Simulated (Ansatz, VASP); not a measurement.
## One calculation of MgBe2SeO2, two programs

```
CELL_PARAMETERS angstrom
-1.71843 1.71843 5.94308
1.71843 -1.71843 5.94308
1.71843 1.71843 -5.94308
ATOMIC_POSITIONS crystal
Mg 0.00000 0.00000 0.00000
Be 0.75000 0.25000 0.50000
Be 0.25000 0.75000 0.50000
Se 0.50000 0.50000 0.00000
O 0.21238 0.21238 0.00000
O 0.78762 0.78762 0.00000
```

Change from the starting cell: species swapped into the TbNi2B2C type (I4/mmm, No. 139).

Alike in both runs: functional PBE; k mesh 6 × 6 × 6; occupations gaussian, width 0.1 eV; no spin polarisation.

Ansatz relaxed the structure, and its values are those at the end. VASP's run is a single point on that final structure, the one shown.

```csv
,VASP,Ansatz
version,VASP 6.6.1,Ansatz 0.2.0
potentials or method,"VASP PAW PBE potentials, release 64 (Mg, Be, Se, O), cutoff 520 eV","scalar-relativistic, plane waves, PAW"
valence electrons in the cell,24,42
```

VASP gave:

| Item | Value |
| --- | --- |
| gap on the k mesh at the Fermi level (eV) | 2.88 |
| least direct gap on the mesh (eV) | 3.38 |
| pressure (GPa) | 0.2 |
| rms of the force components (eV/Å) | 0.004 |

Task: Which values does Ansatz return?

Result: gap on the k mesh at the Fermi level (eV): 2.89; least direct gap on the mesh (eV): 3.38; pressure (GPa): 0.1; rms of the force components (eV/Å): 0.000.

The functional is the same, so the differences come from potentials, cutoffs and numerics. VASP's potentials hold 24 valence electrons a cell and Ansatz's 42, so a difference there can come from the potentials and not from the codes.

The k mesh is coarse, so the values compare programs but aren't converged.
